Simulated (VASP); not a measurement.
# Ni3I (Pm-3m) in VASP: notebook

The runs below take Ni3I through single point, relaxation of cell and atoms, with PBE.

Everything below comes from runs of VASP 6.6.1. Logs are shortened: lines on timing, memory, paths and dates and some standing lists are left out, and cuts for length are marked.

### Step 1. The cell of the first run

Symmetry: Pm-3m, No. 221, cubic system. The conventional cell has a = 3.813 Å, b = 3.813 Å, c = 3.813 Å, α = 90.00°, β = 90.00°, γ = 90.00°. Within 3.6 Å of Ni (site symmetry 4/mmm) lie 8 Ni at 2.70 Å and 4 I at 2.70 Å. I (site symmetry m-3m) has 12 Ni at 2.70 Å within 3.6 Å.

### Step 2. Single point, PBE, collinear spin, ferromagnetic start

Contents of INCAR:

```
PREC = Accurate ; ENCUT = 520
EDIFF = 1E-6 ; ISMEAR = 0
SIGMA = 0.1 ; LREAL = False
LASPH = True ; NELM = 150
ALGO = Normal ; ISIF = 2
LWAVE = False ; LCHARG = True
ISPIN = 2 ; MAGMOM = 0.61 0.61 0.61 0
LORBIT = 11 ; LMAXMIX = 4
GGA = PE ; LELF = True
LVHAR = True ; NBANDS = 30
```

Contents of KPOINTS:

```
Automatic mesh
0
Gamma
  4 4 4
```

Contents of POSCAR:

```
Ni3I
1.0
    3.8125060721      0.0000000000      0.0000000000
    0.0000000000      3.8125060721      0.0000000000
    0.0000000000      0.0000000000      3.8125060721
Ni I
3 1
Direct
    0.0000000000      0.5000000000      0.5000000000
    0.5000000000      0.0000000000      0.5000000000
    0.5000000000      0.5000000000      0.0000000000
    0.0000000000      0.0000000000      0.0000000000
```

Potentials or basis: VASP PAW PBE potentials, release 64 (Ni, I).

Launch:

```
cat potpaw_PBE.64/Ni/POTCAR potpaw_PBE.64/I/POTCAR > POTCAR
mpirun -np 1 vasp_std > vasp.out
```

OUTCAR:

```text
PREC = Accurate
   ENCUT = 520
   EDIFF = 1E-6
   ISMEAR = 0
   LREAL = False
   LASPH = True
   NELM = 150
   ISIF = 2
   ISPIN = 2
   LORBIT = 11
   GGA = PE

 ion  position               nearest neighbor table
   1  0.000  0.500  0.500-   2 2.70   3 2.70   4 2.70   3 2.70   4 2.70   2 2.70   4 2.70   4 2.70
                             2 2.70   3 2.70   3 2.70   2 2.70
   2  0.500  0.000  0.500-   1 2.70   3 2.70   4 2.70   3 2.70   4 2.70   1 2.70   3 2.70   3 2.70
                             1 2.70   4 2.70   4 2.70   1 2.70
   3  0.500  0.500  0.000-   1 2.70   2 2.70   4 2.70   1 2.70   2 2.70   2 2.70   4 2.70   2 2.70
                             1 2.70   4 2.70   1 2.70   4 2.70
   4  0.000  0.000  0.000-   1 2.70   2 2.70   3 2.70   1 2.70   2 2.70   1 2.70   3 2.70   1 2.70
                             2 2.70   3 2.70   2 2.70   3 2.70

  LATTYP: Found a simple cubic cell.
 ALAT       =     3.8125060721

  Lattice vectors:

 A1 = (   3.8125060721,   0.0000000000,   0.0000000000)
 A2 = (   0.0000000000,   3.8125060721,   0.0000000000)
 A3 = (   0.0000000000,   0.0000000000,   3.8125060721)

Analysis of symmetry for initial positions (statically):
=====================================================================
 Subroutine PRICEL returns:
 Original cell was already a primitive cell.

 Routine SETGRP: Setting up the symmetry group for a
 simple cubic supercell.

 Subroutine GETGRP returns: Found 48 space group operations
 (whereof 48 operations were pure point group operations)
 out of a pool of 48 trial point group operations.

The static configuration has the point symmetry O_h .

Analysis of symmetry for dynamics (positions and initial velocities):
=====================================================================
 Subroutine PRICEL returns:
 Original cell was already a primitive cell.

 Routine SETGRP: Setting up the symmetry group for a
 simple cubic supercell.

 Subroutine GETGRP returns: Found 48 space group operations
 (whereof 48 operations were pure point group operations)
 out of a pool of 48 trial point group operations.

The dynamic configuration has the point symmetry O_h .

Analysis of structural, dynamic, and magnetic symmetry:
=====================================================================
 Subroutine PRICEL returns:
 Original cell was already a primitive cell.

 Routine SETGRP: Setting up the symmetry group for a
 simple cubic supercell.

 Subroutine GETGRP returns: Found 48 space group operations
 (whereof 48 operations were pure point group operations)
 out of a pool of 48 trial point group operations.

The overall configuration has the point symmetry O_h .

 Subroutine INISYM returns: Found 48 space group operations
 (whereof 48 operations are pure point group operations),
 and found     1 'primitive' translations

----------------------------------------------------------------------------------------

                                     Primitive cell

  volume of cell :      55.4155

  direct lattice vectors                    reciprocal lattice vectors
     3.812506072  0.000000000  0.000000000     0.262294664  0.000000000  0.000000000
     0.000000000  3.812506072  0.000000000     0.000000000  0.262294664  0.000000000
     0.000000000  0.000000000  3.812506072     0.000000000  0.000000000  0.262294664

  length of vectors
     3.812506072  3.812506072  3.812506072     0.262294664  0.262294664  0.262294664

  position of ions in fractional coordinates (direct lattice)
     0.000000000  0.500000000  0.500000000
     0.500000000  0.000000000  0.500000000
     0.500000000  0.500000000  0.000000000
     0.000000000  0.000000000  0.000000000

  ion indices of the primitive-cell ions
   primitive index   ion index
                 1           1
                 2           2
                 3           3
                 4           4

----------------------------------------------------------------------------------------

 KPOINTS: Automatic mesh

Automatic generation of k-mesh.
 Grid dimensions read from file:
 generate k-points for:    4    4    4

 Generating k-lattice:

  Cartesian coordinates                     Fractional coordinates (reciprocal lattice)
     0.065573666  0.000000000  0.000000000     0.250000000  0.000000000  0.000000000
     0.000000000  0.065573666  0.000000000     0.000000000  0.250000000  0.000000000
     0.000000000  0.000000000  0.065573666     0.000000000  0.000000000  0.250000000

  Length of vectors
     0.065573666  0.065573666  0.065573666

  Shift w.r.t. Gamma in fractional coordinates (k-lattice)
     0.000000000  0.000000000  0.000000000

 Subroutine IBZKPT returns following result:
 ===========================================

 Found     10 irreducible k-points:

 Following reciprocal coordinates:
            Coordinates               Weight
  0.000000  0.000000  0.000000      1.000000
  0.250000  0.000000  0.000000      6.000000
  0.500000  0.000000  0.000000      3.000000
  0.250000  0.250000  0.000000     12.000000
  0.500000  0.250000  0.000000     12.000000
  0.500000  0.500000  0.000000      3.000000
  0.250000  0.250000  0.250000      8.000000
  0.500000  0.250000  0.250000     12.000000
  0.500000  0.500000  0.250000      6.000000
  0.500000  0.500000  0.500000      1.000000
   k-points           NKPTS =     10   k-points in BZ     NKDIM =     10   number of bands    NBANDS=     30
   number of dos      NEDOS =    301   number of ions     NIONS =      4
   total plane-waves  NPLWV =  21952
   dimension x,y,z NGX =    28 NGY =   28 NGZ =   28
   dimension x,y,z NGXF=    56 NGYF=   56 NGZF=   56
   ions per type =               3   1
   NGX,Y,Z   is equivalent  to a cutoff of  12.21, 12.21, 12.21 a.u.
   NGXF,Y,Z  is equivalent  to a cutoff of  24.42, 24.42, 24.42 a.u.
 SYSTEM =  unknown system
   PREC   = accura    normal or accurate (medium, high low for compatibility)
   ISTART =      0    job   : 0-new  1-cont  2-samecut
   ICHARG =      2    charge: 1-file 2-atom 10-const
   ISPIN  =      2    spin polarized calculation?
   LNONCOLLINEAR =      F non collinear calculations
   LSORBIT =      F    spin-orbit coupling
   LASPH  =      T    aspherical Exc in radial PAW
   ENCUT  =  520.0 eV  38.22 Ry    6.18 a.u.   7.09  7.09  7.09*2*pi/ulx,y,z
   NELM   =    150;   NELMIN=  2; NELMDL= -5     # of ELM steps
   EDIFF  = 0.1E-05   stopping-criterion for ELM
   LREAL  =      F    real-space projection
[... 7 lines left out ...]
   TEBEG  =    0.0;   TEEND  =   0.0 temperature during run
   PSTRESS=    0.0 pullay stress
   NELECT =      37.0000    total number of electrons
   NUPDOWN=      -1.0000    fix difference up-down
   EMIN   =  10.00;   EMAX   =-10.00  energy-range for DOS
   EFERMI =   0.00;   METHOD = LEGACY
   ISMEAR =     0;   SIGMA  =   0.10  broadening in eV -4-tet -1-fermi 0-gaus
   EFERMI_NEDOS =   21; number of points for ismear=-14 and -15
   IALGO  =     38    algorithm
   IMIX   =      4    mixing-type and parameters
     AMIX     =   0.40;   BMIX     =  1.00
     AMIX_MAG =   1.60;   BMIX_MAG =  1.00
  volume/ion in A,a.u.               =      13.85        93.49
  Fermi-wavevector in a.u.,A,eV,Ry     =   1.430863  2.703940 27.856163  2.047370
  Thomas-Fermi vector in A             =   2.550662
   LORBIT       =     11    0 simple, 1 ext, 2 COOP (PROOUT), +10 PAW based schemes
   GGA     = PE    functional components
   LHFCALC =     F    Hartree Fock is set to
   AEXX    =    0.0000 exact exchange contribution
   IVDW    =     0    specifies the selected vdW correction
   LEPSILON=     F    determine dielectric tensor
   LRPA    =     F    only Hartree local field effects (RPA)
 spin polarized calculation
 Gauss-broadening in eV      SIGMA  =   0.10
  energy-cutoff  :      520.00
  volume of cell :       55.42
 maximum number of plane-waves:      1510
   NGX = 15   NGY = 15   NGZ = 15

 number of electron      37.0000075 magnetization       0.8041437

 Free energy of the ion-electron system (eV)
  ---------------------------------------------------
  ext. energy  EPLUGINS =         0.00000000
  ---------------------------------------------------
  free energy    TOTEN  =       -15.85955753 eV

  energy without entropy =      -15.82281637  energy(sigma->0) =      -15.84118695

 E-fermi :  10.7036     XC(G=0): -12.4033

 val. band max:       10.7028481711   @ k =   0.2500   0.2500   0.0000
 cond. band min:      10.7108893090   @ k =   0.5000   0.2500   0.2500
 fundamental gap:      0.0080411379
 Fermi energy:        10.7035609185

 spin component 1

 k-point     1 :       0.0000    0.0000    0.0000
  band No.  band energies     occupation
      1      -5.8531      1.00000
      2       5.7515      1.00000
      3       5.7515      1.00000
      4       5.7515      1.00000
      5       6.2040      1.00000
      6       7.0758      1.00000
[... 319 lines left out ...]
     29      26.3565      0.00000
     30      26.3565      0.00000
 Fermi energy:        10.7035609185

 spin component 2

 k-point     1 :       0.0000    0.0000    0.0000
  band No.  band energies     occupation
      1      -5.8303      1.00000
      2       5.7687      1.00000
      3       5.7687      1.00000
      4       5.7687      1.00000
      5       6.2613      1.00000
      6       7.2084      1.00000
[... 319 lines left out ...]
     29      26.3455      0.00000
     30      26.3455      0.00000

------------------------ aborting loop because EDIFF is reached ----------------------------------------

  FORCE on cell =-STRESS in cart. coord.  units (eV):
  Direction    XX          YY          ZZ          XY          YZ          ZX
  --------------------------------------------------------------------------------------
  -------------------------------------------------------------------------------------
  Total       -0.0178477     -0.0178477     -0.0178477      0.0000000     -0.0000000     -0.0000000
  in kB       -0.5160151     -0.5160151     -0.5160151      0.0000000     -0.0000000     -0.0000000
  external PRESSURE =      -0.5160151 kB  Pullay stress =       0.0000000 kB

 VOLUME and BASIS-vectors are now :
 -----------------------------------------------------------------------------
  energy-cutoff  :      520.00
  volume of cell :       55.42
      direct lattice vectors                 reciprocal lattice vectors
     3.812506072  0.000000000  0.000000000     0.262294664  0.000000000  0.000000000
     0.000000000  3.812506072  0.000000000     0.000000000  0.262294664  0.000000000
     0.000000000  0.000000000  3.812506072     0.000000000  0.000000000  0.262294664

 POSITION                                       TOTAL-FORCE (eV/Angst)
 -----------------------------------------------------------------------------------
      0.00000      1.90625      1.90625         0.000000      0.000000      0.000000
      1.90625      0.00000      1.90625         0.000000      0.000000      0.000000
      1.90625      1.90625      0.00000         0.000000      0.000000      0.000000
      0.00000      0.00000      0.00000         0.000000      0.000000      0.000000
 -----------------------------------------------------------------------------------
    total drift:                                0.000000      0.000000      0.000000

  FREE ENERGIE OF THE ION-ELECTRON SYSTEM (eV)
  ---------------------------------------------------
  free  energy   TOTEN  =       -15.8595575301 eV

  energy  without entropy=      -15.8228163712  energy(sigma->0) =      -15.84118695

 total charge

# of ion       s       p       d       tot
------------------------------------------
    1        0.379   0.371   8.483   9.233
    2        0.379   0.371   8.483   9.233
    3        0.379   0.371   8.483   9.233
    4        1.514   2.495   0.238   4.248
--------------------------------------------------
tot          2.652   3.609  25.687  31.948

 magnetization (x)

# of ion       s       p       d       tot
------------------------------------------
    1       -0.003  -0.003   0.270   0.265
    2       -0.003  -0.003   0.270   0.265
    3       -0.003  -0.003   0.270   0.265
    4        0.001   0.037  -0.005   0.034
--------------------------------------------------
tot         -0.007   0.029   0.806   0.828
```

Wall time 22 s (1 thread of AMD EPYC 9R45 (Zen 5), shared host); peak memory 0.15 GiB.

Results:

- Free energy: -15.8596 eV
- Pressure: -0.1 GPa
- Net moment: 0.80 μB per cell
- Site moments: Ni +0.27; I +0.03 μB
- Valence electrons inside the program's atomic spheres: Ni 9.23; I 4.25

Levels at points of the mesh, in eV from the Fermi level:
Spin up:
| k point | band 15 | band 16 | band 17 | band 18 | band 19 | band 20 | band 21 | band 22 | band 23 | band 24 |
| --- | --- | --- | --- | --- | --- | --- | --- | --- | --- | --- |
| (0.00, 0.00, 0.00) | -0.70 | -0.53 | -0.48 | -0.27 | -0.27 | -0.27 | 4.21 | 4.21 | 6.56 | 6.56 |
| (0.50, 0.00, 0.00) | -1.19 | -0.66 | -0.27 | 0.16 | 0.19 | 0.19 | 3.54 | 3.54 | 3.78 | 4.12 |
| (0.50, 0.50, 0.00) | -1.31 | -1.18 | -0.97 | -0.14 | -0.14 | 1.23 | 2.39 | 5.50 | 5.50 | 6.05 |
| (0.50, 0.50, 0.50) | -1.23 | -1.13 | -0.73 | -0.43 | -0.43 | -0.43 | 2.31 | 2.31 | 2.31 | 10.71 |
Spin down:
```
           k point  band 15  band 16  band 17  band 18  band 19  band 20  band 21  band 22
(0.00, 0.00, 0.00)    -0.49    -0.41    -0.21     0.11     0.11     0.11     4.34     4.34
(0.50, 0.00, 0.00)    -0.98    -0.43     0.11     0.17     0.39     0.39     3.61     3.61
(0.50, 0.50, 0.00)    -1.10    -0.95    -0.61     0.15     0.15     1.42     2.39     5.57
(0.50, 0.50, 0.50)    -1.01    -0.91    -0.75    -0.09    -0.09    -0.09     2.53     2.53
```

Caveat: the k points lie up to 0.41 Å⁻¹ apart; spin-orbit coupling is left out, which moves the levels of the heavy elements.

### Step 3. Relaxation of cell and atoms, PBE, collinear spin, ferromagnetic start

This run uses another cell than the first one, of 17.51 Å³/atom.

Contents of INCAR:

```
SYSTEM = Ni3I
ALGO = Normal ; EDIFF = 1E-7
EDIFFG = -0.04 ; ENCUT = 600
GGA = PE ; IBRION = 2
ISIF = 3 ; ISMEAR = 0
ISPIN = 2 ; LASPH = .TRUE.
LCHARG = .FALSE. ; LMAXMIX = 4
LORBIT = 11 ; LREAL = .FALSE.
LWAVE = .FALSE. ; MAGMOM = 0.61 0.61 0.61 0
NELM = 150 ; NSW = 90
PREC = Accurate ; SIGMA = 0.1
```

Contents of KPOINTS:

```
k-points
0
G
  4 4 4
  0 0 0
```

Contents of POSCAR:

```
Ni3I
1.0
    4.1224290113      0.0000000000      0.0000000000
    0.0000000000      4.1224290113      0.0000000000
    0.0000000000      0.0000000000      4.1224290113
Ni I
3 1
Direct
    0.0000000000      0.5000000000      0.5000000000
    0.5000000000      0.0000000000      0.5000000000
    0.5000000000      0.5000000000      0.0000000000
    0.0000000000      0.0000000000      0.0000000000
```

Potentials or basis: VASP PAW PBE potentials, release 64 (Ni, I).

Launch:

```
cat potpaw_PBE.64/Ni/POTCAR potpaw_PBE.64/I/POTCAR > POTCAR
mpirun -np 1 vasp_std > vasp.out
```

Run time: 89 s. Hardware: 1 thread of AMD EPYC 9R45 (Zen 5), shared host; peak memory 0.23 GiB.

Results (log left out):

- Free energy: -15.8628 eV
- Relaxed volume: 13.85 Å³/atom
- Relaxed cell: a = 3.812 Å, b = 3.812 Å, c = 3.812 Å, α = 90.00°, β = 90.00°, γ = 90.00°
- Space group after relaxing (to 0.1 Å): Pm-3m (No. 221)
- Energy gained by relaxing: 218.6 meV/atom
- Ionic steps: 3
- Pressure after relaxing: -0.1 GPa
- Net moment: 0.80 μB per cell
- Site moments: Ni +0.26; I +0.03 μB
- Valence electrons inside the program's atomic spheres: Ni 9.23; I 4.25

Step by step:
| step | energy change (eV) | largest force (eV/Å) | pressure (GPa) | volume (Å³) |
| --- | --- | --- | --- | --- |
| 1 | 0.0000 | 0.0000 | -14.88 | 70.06 |
| 2 | -0.8720 | 0.0000 | 1.32 | 54.83 |
| 3 | -0.8742 | 0.0000 | -0.08 | 55.41 |

Final structure:
```xyz
4
Lattice="3.8125 0.0000 0.0000 0.0000 3.8125 0.0000 0.0000 0.0000 3.8125" Properties=species:S:1:pos:R:3 pbc="T T T"
Ni    0.0000    1.9062    1.9062
Ni    1.9062    0.0000    1.9062
Ni    1.9062    1.9062    0.0000
I     0.0000    0.0000    0.0000
```

Levels at points of the mesh, in eV from the Fermi level:
Spin up:
```
           k point  band 15  band 16  band 17  band 18  band 19  band 20  band 21  band 22  band 23
(0.00, 0.00, 0.00)    -0.70    -0.53    -0.48    -0.27    -0.27    -0.27     4.21     4.21     6.56
(0.50, 0.00, 0.00)    -1.19    -0.66    -0.27     0.16     0.19     0.19     3.54     3.54     3.78
(0.50, 0.50, 0.00)    -1.31    -1.18    -0.97    -0.14    -0.14     1.23     2.39     5.50     5.50
(0.50, 0.50, 0.50)    -1.23    -1.13    -0.73    -0.43    -0.43    -0.43     2.31     2.31     2.31
```
Spin down:
```csv
k point,band 15,band 16,band 17,band 18,band 19,band 20,band 21,band 22
"(0.00, 0.00, 0.00)",-0.49,-0.41,-0.21,0.11,0.11,0.11,4.34,4.34
"(0.50, 0.00, 0.00)",-0.98,-0.43,0.11,0.17,0.39,0.39,3.61,3.61
"(0.50, 0.50, 0.00)",-1.10,-0.95,-0.61,0.15,0.15,1.42,2.39,5.57
"(0.50, 0.50, 0.50)",-1.01,-0.91,-0.75,-0.09,-0.09,-0.09,2.53,2.53
```

Caveat: the k points lie up to 0.41 Å⁻¹ apart in the final cell; the volume moved by over 15 % at a fixed basis, so the end points are rough; spin-orbit coupling is left out, which moves the levels of the heavy elements.

### Step 4. Single point, PBE, collinear spin, ferromagnetic start

This run uses another cell than the first one, of 13.91 Å³/atom.

Contents of INCAR:

```
  ALGO = Normal
  EDIFF = 1E-6
  ENCUT = 520
  GGA = PE
  ISIF = 2
  ISMEAR = 0
  ISPIN = 2
  LASPH = True
  LCHARG = False
  LMAXMIX = 4
  LORBIT = 11
  LREAL = False
  LWAVE = False
  MAGMOM = 0.32 0.32 0.32 0
  NBANDS = 30
  NELM = 150
  PREC = Accurate
  SIGMA = 0.1
```

Contents of KPOINTS:

```
k-points
0
Gamma
  12 12 12
```

Contents of POSCAR:

```
Ni3I
1.0
    3.8175418187      0.0000000000      0.0000000000
    0.0000000000      3.8175418187      0.0000000000
    0.0000000000      0.0000000000      3.8175418187
Ni I
3 1
Direct
    0.0000000000      0.5000000000      0.5000000000
    0.5000000000      0.0000000000      0.5000000000
    0.5000000000      0.5000000000      0.0000000000
    0.0000000000      0.0000000000      0.0000000000
```

Launch:

```
cat potpaw_PBE.64/Ni/POTCAR potpaw_PBE.64/I/POTCAR > POTCAR
mpirun -np 1 vasp_std > vasp.out
```

Wall time 2.8 min (1 thread of AMD EPYC 9R45 (Zen 5), shared host); peak memory 0.29 GiB.

It converged, with:

```
Free energy                                           : -15.8397 eV
Pressure                                              : -0.2 GPa
Band gap on the k mesh                                : zero (filled and empty bands overlap)
Net moment                                            : 1.02 μB per cell
Site moments                                          : Ni +0.33; I +0.05 μB
Valence electrons inside the program's atomic spheres : Ni 9.23; I 4.25
```

Levels at points of the mesh, in eV from the Fermi level:
Spin up:
```
           k point  band 16  band 17  band 18  band 19  band 20  band 21  band 22  band 23
(0.00, 0.00, 0.00)    -0.59    -0.55    -0.33    -0.33    -0.33     4.15     4.15     6.52
(0.50, 0.00, 0.00)    -0.72    -0.33     0.10     0.10     0.12     3.51     3.51     3.72
(0.50, 0.50, 0.00)    -1.27    -1.03    -0.20    -0.20     1.14     2.36     5.47     5.47
(0.50, 0.50, 0.50)    -1.22    -0.74    -0.49    -0.49    -0.49     2.25     2.25     2.25
```
Spin down:
```csv
k point,band 16,band 17,band 18,band 19,band 20,band 21
"(0.00, 0.00, 0.00)",-0.43,-0.23,0.11,0.11,0.11,4.31
"(0.50, 0.00, 0.00)",-0.43,0.11,0.14,0.39,0.39,3.59
"(0.50, 0.50, 0.00)",-0.94,-0.61,0.14,0.14,1.41,2.37
"(0.50, 0.50, 0.50)",-0.91,-0.76,-0.10,-0.10,-0.10,2.51
```

Caveat: spin-orbit coupling is left out, which moves the levels of the heavy elements.

### Step 5. The runs side by side

| task | cell | k mesh | cutoff (eV) | gap on the mesh (eV) | pressure (GPa) | moment (μB) |
| --- | --- | --- | --- | --- | --- | --- |
| single point | a = 3.813 Å, 4 atoms | 4 × 4 × 4 | 520 | none | -0.1 | 0.80 |
| relaxation of cell and atoms | relaxed from a = 4.122 Å, 4 atoms | 4 × 4 × 4 | 600 | none | -0.1 | 0.80 |
| single point | a = 3.818 Å, 4 atoms | 12 × 12 × 12 | 520 | none | -0.2 | 1.02 |

Alike in all rows: level PBE; potentials or basis VASP PAW PBE potentials, release 64 (Ni, I); spin collinear, ferromagnetic start; smearing gaussian 0.1 eV.

Caveats: some runs use coarse meshes; spin-orbit coupling is left out, which moves the levels of the heavy elements; the volume moved by over 15 % at a fixed basis, so the end points are rough (at least some runs).

Total energies depend on the potentials used, so only differences within one code and one set of settings carry meaning.
